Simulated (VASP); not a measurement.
# Sn (Fd-3m) in VASP: single point with PBE

Aim: the single point of Sn with PBE.

All numbers are computed with VASP 6.6.1; they aren't measurements. Logs are shortened: lines on timing, memory, paths and dates and some standing lists are left out, and cuts for length are marked.

## (1) The cell of the first run

It takes space group Fd-3m (No. 227, cubic). The conventional cell has a = 6.540 Å, b = 6.540 Å, c = 6.540 Å, α = 90.00°, β = 90.00°, γ = 90.00°. Within 3.7 Å of Sn (site symmetry -43m) lie 4 Sn at 2.83 Å.

This isn't the form of Sn at room conditions, which is tetragonal (white tin).

## (2) Single point, PBE

Contents of INCAR:

```
SYSTEM = Sn
ALGO = Normal
EDIFF = 1E-6
ENCUT = 500
GGA = PE
GGA_COMPAT = .FALSE.
ISIF = 2
ISMEAR = -1
LASPH = .TRUE.
LCHARG = .FALSE.
LREAL = .FALSE.
LWAVE = .FALSE.
NBANDS = 21
NELM = 120
PREC = Accurate
SIGMA = 0.05
```

Contents of KPOINTS:

```
k-points
0
G
  6 6 6
  0 0 0
```

Contents of POSCAR:

```
Sn
1.0
    0.0000000000      3.2697510000      3.2697510000
    3.2697510000      0.0000000000      3.2697510000
    3.2697510000      3.2697510000      0.0000000000
Sn
2
Direct
    0.0000000000      0.0000000000      0.0000000000
    0.2500000000      0.2500000000      0.2500000000
```

Potentials or basis: VASP PAW PBE potentials, release 64 (Sn_d).

Command:

```console
$ cat potpaw_PBE.64/Sn_d/POTCAR > POTCAR
$ mpirun -np 1 vasp_std > vasp.out
```

OUTCAR:

```text
SYSTEM = Sn
   EDIFF = 1E-6
   ENCUT = 500
   GGA = PE
   ISIF = 2
   ISMEAR = -1
   LASPH = .TRUE.
   LREAL = .FALSE.
   NELM = 120
   PREC = Accurate

 ion  position               nearest neighbor table
   1  0.000  0.000  0.000-   2 2.83   2 2.83   2 2.83   2 2.83
   2  0.250  0.250  0.250-   1 2.83   1 2.83   1 2.83   1 2.83

  LATTYP: Found a face centered cubic cell.
 ALAT       =     6.5395020000

  Lattice vectors:

 A1 = (   0.0000000000,   3.2697510000,   3.2697510000)
 A2 = (   3.2697510000,   0.0000000000,   3.2697510000)
 A3 = (   3.2697510000,   3.2697510000,   0.0000000000)

Analysis of symmetry for initial positions (statically):
=====================================================================
 Subroutine PRICEL returns:
 Original cell was already a primitive cell.

 Routine SETGRP: Setting up the symmetry group for a
 face centered cubic supercell.

 Subroutine GETGRP returns: Found 48 space group operations
 (whereof 24 operations were pure point group operations)
 out of a pool of 48 trial point group operations.

The static configuration has the point symmetry T_d .
 The point group associated with its full space group is O_h .

Analysis of symmetry for dynamics (positions and initial velocities):
=====================================================================
 Subroutine PRICEL returns:
 Original cell was already a primitive cell.

 Routine SETGRP: Setting up the symmetry group for a
 face centered cubic supercell.

 Subroutine GETGRP returns: Found 48 space group operations
 (whereof 24 operations were pure point group operations)
 out of a pool of 48 trial point group operations.

The dynamic configuration has the point symmetry T_d .
 The point group associated with its full space group is O_h .

 Subroutine INISYM returns: Found 48 space group operations
 (whereof 24 operations are pure point group operations),
 and found     1 'primitive' translations

----------------------------------------------------------------------------------------

                                     Primitive cell

  volume of cell :      69.9156

  direct lattice vectors                    reciprocal lattice vectors
     0.000000000  3.269751000  3.269751000    -0.152916843  0.152916843  0.152916843
     3.269751000  0.000000000  3.269751000     0.152916843 -0.152916843  0.152916843
[... 69 lines left out ...]
   ICHARG =      2    charge: 1-file 2-atom 10-const
   ISPIN  =      1    spin polarized calculation?
   LNONCOLLINEAR =      F non collinear calculations
   LSORBIT =      F    spin-orbit coupling
   LASPH  =      T    aspherical Exc in radial PAW
   ENCUT  =  500.0 eV  36.75 Ry    6.06 a.u.   8.43  8.43  8.43*2*pi/ulx,y,z
   NELM   =    120;   NELMIN=  2; NELMDL= -5     # of ELM steps
   EDIFF  = 0.1E-05   stopping-criterion for ELM
   LREAL  =      F    real-space projection
   EDIFFG = 0.1E-04   stopping-criterion for IOM
   NSW    =      0    number of steps for IOM
   IBRION =     -1    ionic relax: 0-MD 1-quasi-New 2-CG
   NFREE  =      0    steps in history (QN), initial steepest desc. (CG)
   ISIF   =      2    stress and relaxation
   ISYM   =      2    0-nonsym 1-usesym 2-fastsym
   POTIM  = 0.5000    time-step for ionic-motion
   TEBEG  =    0.0;   TEEND  =   0.0 temperature during run
   PSTRESS=    0.0 pullay stress
   NELECT =      28.0000    total number of electrons
   NUPDOWN=      -1.0000    fix difference up-down
   EMIN   =  10.00;   EMAX   =-10.00  energy-range for DOS
   EFERMI =   0.00;   METHOD = LEGACY
   ISMEAR =    -1;   SIGMA  =   0.05  broadening in eV -4-tet -1-fermi 0-gaus
   EFERMI_NEDOS =   21; number of points for ismear=-14 and -15
   IALGO  =     38    algorithm
   IMIX   =      4    mixing-type and parameters
     AMIX     =   0.40;   BMIX     =  1.00
     AMIX_MAG =   1.60;   BMIX_MAG =  1.00
  volume/ion in A,a.u.               =      34.96       235.91
  Fermi-wavevector in a.u.,A,eV,Ry     =   1.206710  2.280351 19.812103  1.456148
  Thomas-Fermi vector in A             =   2.342369
   LORBIT       =      0    0 simple, 1 ext, 2 COOP (PROOUT), +10 PAW based schemes
   GGA     = PE    functional components
   LHFCALC =     F    Hartree Fock is set to
   AEXX    =    0.0000 exact exchange contribution
   IVDW    =     0    specifies the selected vdW correction
   LEPSILON=     F    determine dielectric tensor
   LRPA    =     F    only Hartree local field effects (RPA)
 non-spin polarized calculation
  energy-cutoff  :      500.00
  volume of cell :       69.92
 maximum number of plane-waves:      1807
 NGX is ok and might be reduce to    36
   NGX = 17   NGY = 17   NGZ = 17

 number of electron      27.9999986 magnetization

 Free energy of the ion-electron system (eV)
  ---------------------------------------------------
  ext. energy  EPLUGINS =         0.00000000
  ---------------------------------------------------
  free energy    TOTEN  =        -7.63649635 eV

  energy without entropy =       -7.63434020  energy(sigma->0) =       -7.63541828

 E-fermi :   5.3425     XC(G=0):  -8.7694

 val. band max:        5.0647839401   @ k =   0.1667   0.0000   0.0000
 cond. band min:       5.3563577876   @ k =   0.5000   0.0000   0.0000
 fundamental gap:      0.2915738476
 Fermi energy:         5.3424889839

 k-point     1 :       0.0000    0.0000    0.0000
  band No.  band energies     occupation
      1     -16.2297      2.00000
      2     -16.2297      2.00000
      3     -16.2297      2.00000
      4     -16.1734      2.00000
      5     -16.1734      2.00000
      6     -15.8827      2.00000
[... 373 lines left out ...]
     20      14.3313      0.00000
     21      15.5409      0.00000

------------------------ aborting loop because EDIFF is reached ----------------------------------------

  FORCE on cell =-STRESS in cart. coord.  units (eV):
  Direction    XX          YY          ZZ          XY          YZ          ZX
  --------------------------------------------------------------------------------------
  -------------------------------------------------------------------------------------
  Total        0.9395394      0.9395394      0.9395394      0.0000000     -0.0000000     -0.0000000
  in kB       21.5303719     21.5303719     21.5303719      0.0000000     -0.0000000     -0.0000000
  external PRESSURE =      21.5303719 kB  Pullay stress =       0.0000000 kB

 VOLUME and BASIS-vectors are now :
 -----------------------------------------------------------------------------
  energy-cutoff  :      500.00
  volume of cell :       69.92
      direct lattice vectors                 reciprocal lattice vectors
     0.000000000  3.269751000  3.269751000    -0.152916843  0.152916843  0.152916843
     3.269751000  0.000000000  3.269751000     0.152916843 -0.152916843  0.152916843
     3.269751000  3.269751000  0.000000000     0.152916843  0.152916843 -0.152916843

 POSITION                                       TOTAL-FORCE (eV/Angst)
 -----------------------------------------------------------------------------------
      0.00000      0.00000      0.00000        -0.000000     -0.000000     -0.000000
      1.63488      1.63488      1.63488         0.000000      0.000000      0.000000
 -----------------------------------------------------------------------------------
    total drift:                                0.000000      0.000000      0.000000

  FREE ENERGIE OF THE ION-ELECTRON SYSTEM (eV)
  ---------------------------------------------------
  free  energy   TOTEN  =        -7.6364963537 eV

  energy  without entropy=       -7.6343401978  energy(sigma->0) =       -7.63541828
```

Run time: 9.9 s. Hardware: 1 thread of Intel Xeon 6975P-C (Granite Rapids), shared host; peak memory 0.2 GiB.

What came out:

```
Free energy            : -7.6365 eV
Pressure               : 2.2 GPa
Band gap on the k mesh : zero (bands 14 and 15 overlap by 0.14 eV)
```

Caveat: spin-orbit coupling is left out, which moves the levels of the heavy elements.
